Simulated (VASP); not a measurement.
# NiO (P4/mmm) in VASP: further runs

The runs below take NiO through single point, with PBE.

Everything below comes from runs of VASP 6.6.1. Logs are shortened: lines on timing, memory, paths and dates and some standing lists are left out, and cuts for length are marked.

**1. The cell of the first run**

It takes space group P4/mmm (No. 123, tetragonal). Conventional cell: a = 2.800 Å, b = 2.800 Å, c = 3.360 Å, α = 90.00°, β = 90.00°, γ = 90.00°. Within 2.2 Å of Ni (site symmetry 4/mmm) lie 2 O at 1.68 Å. Within 2.2 Å of O (site symmetry 4/mmm) lie 2 Ni at 1.68 Å.

The cell was generated, and may not be a known phase.

**2. Single point, PBE, collinear spin, ferromagnetic start**

INCAR

```
ALGO = Normal
EDIFF = 1E-6
ENCUT = 700
GGA = PE
GGA_COMPAT = False
ISIF = 2
ISMEAR = 0
ISPIN = 2
LASPH = True
LCHARG = False
LMAXMIX = 4
LORBIT = 11
LREAL = False
LWAVE = False
MAGMOM = 2 0
NBANDS = 23
NELM = 200
PREC = Accurate
SIGMA = 0.1
```

KPOINTS

```
k-points
0
Gamma
  6 6 6
```

POSCAR

```
NiO
1.0
    2.8002854162      0.0000000000      0.0000000000
    0.0000000000      2.8002854162      0.0000000000
    0.0000000000      0.0000000000      3.3604621385
Ni O
1 1
Direct
    0.0000000000      0.0000000000      0.5000000000
    0.0000000000      0.0000000000      0.0000000000
```

Potentials or basis: VASP PAW PBE potentials, release 64 (Ni_sv_GW, O).

The run is started by

```console
cat potpaw_PBE.64/Ni_sv_GW/POTCAR potpaw_PBE.64/O/POTCAR > POTCAR
mpirun -np 1 vasp_std > vasp.out
```

OUTCAR:

```text
EDIFF = 1E-6
   ENCUT = 700
   GGA = PE
   ISIF = 2
   ISMEAR = 0
   ISPIN = 2
   LASPH = True
   LORBIT = 11
   LREAL = False
   NELM = 200
   PREC = Accurate

 ion  position               nearest neighbor table
   1  0.000  0.000  0.500-   2 1.68   2 1.68
   2  0.000  0.000  0.000-   1 1.68   1 1.68

  LATTYP: Found a simple tetragonal cell.
 ALAT       =     2.8002854162
 C/A-ratio  =     1.2000427239

  Lattice vectors:

 A1 = (   2.8002854162,   0.0000000000,   0.0000000000)
 A2 = (   0.0000000000,   2.8002854162,   0.0000000000)
 A3 = (   0.0000000000,   0.0000000000,   3.3604621385)

Analysis of symmetry for initial positions (statically):
=====================================================================
 Subroutine PRICEL returns:
 Original cell was already a primitive cell.

 Routine SETGRP: Setting up the symmetry group for a
 simple tetragonal supercell.

 Subroutine GETGRP returns: Found 16 space group operations
 (whereof 16 operations were pure point group operations)
 out of a pool of 16 trial point group operations.

The static configuration has the point symmetry D_4h.

Analysis of symmetry for dynamics (positions and initial velocities):
=====================================================================
 Subroutine PRICEL returns:
 Original cell was already a primitive cell.

 Routine SETGRP: Setting up the symmetry group for a
 simple tetragonal supercell.

 Subroutine GETGRP returns: Found 16 space group operations
 (whereof 16 operations were pure point group operations)
 out of a pool of 16 trial point group operations.

The dynamic configuration has the point symmetry D_4h.

Analysis of structural, dynamic, and magnetic symmetry:
=====================================================================
 Subroutine PRICEL returns:
 Original cell was already a primitive cell.

 Routine SETGRP: Setting up the symmetry group for a
 simple tetragonal supercell.

 Subroutine GETGRP returns: Found 16 space group operations
 (whereof 16 operations were pure point group operations)
 out of a pool of 16 trial point group operations.

The overall configuration has the point symmetry D_4h.

 Subroutine INISYM returns: Found 16 space group operations
 (whereof 16 operations are pure point group operations),
 and found     1 'primitive' translations

----------------------------------------------------------------------------------------

                                     Primitive cell

  volume of cell :      26.3514

  direct lattice vectors                    reciprocal lattice vectors
     2.800285416  0.000000000  0.000000000     0.357106456  0.000000000  0.000000000
     0.000000000  2.800285416  0.000000000     0.000000000  0.357106456  0.000000000
     0.000000000  0.000000000  3.360462138     0.000000000  0.000000000  0.297578118

  length of vectors
     2.800285416  2.800285416  3.360462138     0.357106456  0.357106456  0.297578118

  position of ions in fractional coordinates (direct lattice)
     0.000000000  0.000000000  0.500000000
     0.000000000  0.000000000  0.000000000

  ion indices of the primitive-cell ions
   primitive index   ion index
                 1           1
                 2           2

----------------------------------------------------------------------------------------

 KPOINTS: k-points

Automatic generation of k-mesh.
 Grid dimensions read from file:
 generate k-points for:    6    6    6

 Generating k-lattice:

  Cartesian coordinates                     Fractional coordinates (reciprocal lattice)
     0.059517743  0.000000000  0.000000000     0.166666667  0.000000000  0.000000000
     0.000000000  0.059517743  0.000000000     0.000000000  0.166666667  0.000000000
     0.000000000  0.000000000  0.049596353     0.000000000  0.000000000  0.166666667

  Length of vectors
     0.059517743  0.059517743  0.049596353

  Shift w.r.t. Gamma in fractional coordinates (k-lattice)
     0.000000000  0.000000000  0.000000000

 Subroutine IBZKPT returns following result:
 ===========================================

 Found     40 irreducible k-points:

 Following reciprocal coordinates:
            Coordinates               Weight
  0.000000  0.000000  0.000000      1.000000
  0.166667  0.000000  0.000000      4.000000
  0.333333  0.000000  0.000000      4.000000
  0.500000  0.000000  0.000000      2.000000
  0.166667  0.166667  0.000000      4.000000
  0.333333  0.166667  0.000000      8.000000
[... 16 lines left out ...]
  0.333333  0.000000  0.333333      8.000000
  0.500000  0.000000  0.333333      4.000000
 [... further k-points ...]
   k-points           NKPTS =     40   k-points in BZ     NKDIM =     40   number of bands    NBANDS=     23
   number of dos      NEDOS =    301   number of ions     NIONS =      2
   total plane-waves  NPLWV =  17280
   dimension x,y,z NGX =    24 NGY =   24 NGZ =   30
   dimension x,y,z NGXF=    48 NGYF=   48 NGZF=   60
   ions per type =               1   1
   NGX,Y,Z   is equivalent  to a cutoff of  14.25, 14.25, 14.84 a.u.
   NGXF,Y,Z  is equivalent  to a cutoff of  28.50, 28.50, 29.68 a.u.
 SYSTEM =  unknown system
   PREC   = accura    normal or accurate (medium, high low for compatibility)
   ISTART =      0    job   : 0-new  1-cont  2-samecut
   ICHARG =      2    charge: 1-file 2-atom 10-const
   ISPIN  =      2    spin polarized calculation?
   LNONCOLLINEAR =      F non collinear calculations
   LSORBIT =      F    spin-orbit coupling
   LASPH  =      T    aspherical Exc in radial PAW
   ENCUT  =  700.0 eV  51.45 Ry    7.17 a.u.   6.04  6.04  7.25*2*pi/ulx,y,z
   NELM   =    200;   NELMIN=  2; NELMDL= -5     # of ELM steps
   EDIFF  = 0.1E-05   stopping-criterion for ELM
   LREAL  =      F    real-space projection
   EDIFFG = 0.1E-04   stopping-criterion for IOM
   NSW    =      0    number of steps for IOM
   IBRION =     -1    ionic relax: 0-MD 1-quasi-New 2-CG
   NFREE  =      0    steps in history (QN), initial steepest desc. (CG)
   ISIF   =      2    stress and relaxation
   ISYM   =      2    0-nonsym 1-usesym 2-fastsym
   POTIM  = 0.5000    time-step for ionic-motion
   TEBEG  =    0.0;   TEEND  =   0.0 temperature during run
   PSTRESS=    0.0 pullay stress
   NELECT =      24.0000    total number of electrons
   NUPDOWN=      -1.0000    fix difference up-down
   EMIN   =  10.00;   EMAX   =-10.00  energy-range for DOS
   EFERMI =   0.00;   METHOD = LEGACY
   ISMEAR =     0;   SIGMA  =   0.10  broadening in eV -4-tet -1-fermi 0-gaus
   EFERMI_NEDOS =   21; number of points for ismear=-14 and -15
   IALGO  =     38    algorithm
   IMIX   =      4    mixing-type and parameters
     AMIX     =   0.40;   BMIX     =  1.00
     AMIX_MAG =   1.60;   BMIX_MAG =  1.00
  volume/ion in A,a.u.               =      13.18        88.91
  Fermi-wavevector in a.u.,A,eV,Ry     =   1.586880  2.998768 34.262023  2.518188
  Thomas-Fermi vector in A             =   2.686123
   LORBIT       =     11    0 simple, 1 ext, 2 COOP (PROOUT), +10 PAW based schemes
   GGA     = PE    functional components
   LHFCALC =     F    Hartree Fock is set to
   AEXX    =    0.0000 exact exchange contribution
   IVDW    =     0    specifies the selected vdW correction
   LEPSILON=     F    determine dielectric tensor
   LRPA    =     F    only Hartree local field effects (RPA)
 spin polarized calculation
 Gauss-broadening in eV      SIGMA  =   0.10
  energy-cutoff  :      700.00
  volume of cell :       26.35
 maximum number of plane-waves:      1124
   NGX = 13   NGY = 13   NGZ = 15

 number of electron      23.9999988 magnetization       0.0021791

 number of electron      23.9999988 magnetization      -0.0002994

 Free energy of the ion-electron system (eV)
  ---------------------------------------------------
  ext. energy  EPLUGINS =         0.00000000
  ---------------------------------------------------
  free energy    TOTEN  =       -12.01591685 eV

  energy without entropy =      -12.00387742  energy(sigma->0) =      -12.00989713

 E-fermi :   2.5435     XC(G=0): -10.6058

 val. band max:        2.5033432044   @ k =   0.3333   0.3333   0.3333
 cond. band min:       2.5579287022   @ k =   0.3333   0.0000   0.3333
 fundamental gap:      0.0545854979
 Fermi energy:         2.5435406187

 spin component 1

 k-point     1 :       0.0000    0.0000    0.0000
  band No.  band energies     occupation
      1    -101.0887      1.00000
      2     -62.2992      1.00000
      3     -61.0460      1.00000
      4     -61.0460      1.00000
      5     -16.9320      1.00000
      6      -2.1823      1.00000
[... 15 lines left out ...]
     22      29.4477      0.00000
     23      29.4477      0.00000
[... 575 lines left out ...]
      1    -101.0867      1.00000
      2     -62.3002      1.00000
      3     -61.0738      1.00000
      4     -61.0436      1.00000
      5     -15.9092      1.00000
      6      -4.7116      1.00000
[... 15 lines left out ...]
     22      27.1304      0.00000
     23      28.1418      0.00000

 [... further k-points ...]

 spin component 2

 k-point     1 :       0.0000    0.0000    0.0000
  band No.  band energies     occupation
      1    -101.0889      1.00000
      2     -62.2995      1.00000
      3     -61.0462      1.00000
      4     -61.0462      1.00000
      5     -16.9321      1.00000
      6      -2.1824      1.00000
[... 15 lines left out ...]
     22      29.4477      0.00000
     23      29.4477      0.00000
[... 575 lines left out ...]
      1    -101.0870      1.00000
      2     -62.3005      1.00000
      3     -61.0740      1.00000
      4     -61.0438      1.00000
      5     -15.9093      1.00000
      6      -4.7117      1.00000
[... 15 lines left out ...]
     22      27.1304      0.00000
     23      28.1418      0.00000

 [... further k-points ...]

------------------------ aborting loop because EDIFF is reached ----------------------------------------

  FORCE on cell =-STRESS in cart. coord.  units (eV):
  Direction    XX          YY          ZZ          XY          YZ          ZX
  --------------------------------------------------------------------------------------
  -------------------------------------------------------------------------------------
  Total       -0.0519046     -0.0519046     -0.0243851      0.0000000      0.0000000     -0.0000000
  in kB       -3.1558213     -3.1558213     -1.4826239      0.0000000      0.0000000     -0.0000000
  external PRESSURE =      -2.5980889 kB  Pullay stress =       0.0000000 kB

 VOLUME and BASIS-vectors are now :
 -----------------------------------------------------------------------------
  energy-cutoff  :      700.00
  volume of cell :       26.35
      direct lattice vectors                 reciprocal lattice vectors
     2.800285416  0.000000000  0.000000000     0.357106456  0.000000000  0.000000000
     0.000000000  2.800285416  0.000000000     0.000000000  0.357106456  0.000000000
     0.000000000  0.000000000  3.360462138     0.000000000  0.000000000  0.297578118

 POSITION                                       TOTAL-FORCE (eV/Angst)
 -----------------------------------------------------------------------------------
      0.00000      0.00000      1.68023         0.000000      0.000000      0.000000
      0.00000      0.00000      0.00000         0.000000      0.000000      0.000000
 -----------------------------------------------------------------------------------
    total drift:                                0.000000     -0.000000      0.000000

  FREE ENERGIE OF THE ION-ELECTRON SYSTEM (eV)
  ---------------------------------------------------
  free  energy   TOTEN  =       -12.0159168507 eV

  energy  without entropy=      -12.0038774182  energy(sigma->0) =      -12.00989713

 total charge

# of ion       s       p       d       f       tot
--------------------------------------------------
    1        2.244   6.340   7.767   0.023  16.374
    2        1.577   3.395   0.000   0.000   4.972
--------------------------------------------------
tot          3.821   9.735   7.767   0.023  21.346

 magnetization (x)

# of ion       s       p       d       f       tot
--------------------------------------------------
    1       -0.000   0.000  -0.000  -0.000  -0.000
    2       -0.000  -0.000   0.000   0.000  -0.000
--------------------------------------------------
tot         -0.000  -0.000  -0.000  -0.000  -0.000
```

It took 1.8 min on 1 thread of AMD EPYC 7R13 (Zen 3), shared host; peak memory 0.18 GiB.

What came out:

| Property | Result |
| --- | --- |
| Free energy | -12.0159 eV |
| Pressure | -0.3 GPa |
| Band gap on the k mesh | zero (filled and empty bands overlap) |
| Net moment | 0.00 μB per cell |
| Valence electrons inside the program's atomic spheres | Ni 16.37; O 4.97 |

Levels at points of the mesh, in eV from the Fermi level:
Spin up:
| k point | band 10 | band 11 | band 12 | band 13 | band 14 | band 15 |
| --- | --- | --- | --- | --- | --- | --- |
| (0.00, 0.00, 0.00) | -2.13 | -1.86 | -1.86 | -0.79 | 2.61 | 13.46 |
| (0.50, 0.00, 0.00) | -1.87 | -1.81 | -1.19 | -0.66 | 4.77 | 6.66 |
| (0.50, 0.50, 0.00) | -2.29 | -2.18 | -0.76 | -0.48 | 8.35 | 8.35 |
| (0.00, 0.00, 0.50) | -2.07 | -0.78 | 0.86 | 0.86 | 7.43 | 7.53 |
| (0.50, 0.00, 0.50) | -1.16 | 0.26 | 0.55 | 0.92 | 2.69 | 10.53 |
| (0.50, 0.50, 0.50) | -0.47 | 0.38 | 0.38 | 1.72 | 6.26 | 6.26 |
Spin down:
```csv
k point,band 9,band 10,band 11,band 12,band 13,band 14,band 15,band 16
"(0.00, 0.00, 0.00)",-2.13,-2.13,-1.86,-1.86,-0.79,2.61,13.46,13.70
"(0.50, 0.00, 0.00)",-2.41,-1.87,-1.81,-1.19,-0.66,4.77,6.66,15.44
"(0.50, 0.50, 0.00)",-2.30,-2.30,-2.18,-0.76,-0.48,8.35,8.35,8.61
"(0.00, 0.00, 0.50)",-3.37,-2.07,-0.78,0.86,0.86,7.43,7.53,15.69
"(0.50, 0.00, 0.50)",-2.14,-1.16,0.26,0.55,0.92,2.69,10.53,12.61
"(0.50, 0.50, 0.50)",-2.04,-0.47,0.38,0.38,1.72,6.26,6.26,10.88
```

Caveat: the k points lie up to 0.37 Å⁻¹ apart, too coarse for converged energies and pressures of a metal; the moments typed at the start vanished in this run; semilocal functionals often make such compounds metallic where correlation or magnetic order opens a gap, which also shifts bond lengths. With open d or f shells a metallic result of PBE can be an artefact of self-interaction; +U or a hybrid may open a gap.

(Continued in part 2 of 2.)

The gap in the log of VASP goes by the Fermi energy; the results here count the filled bands.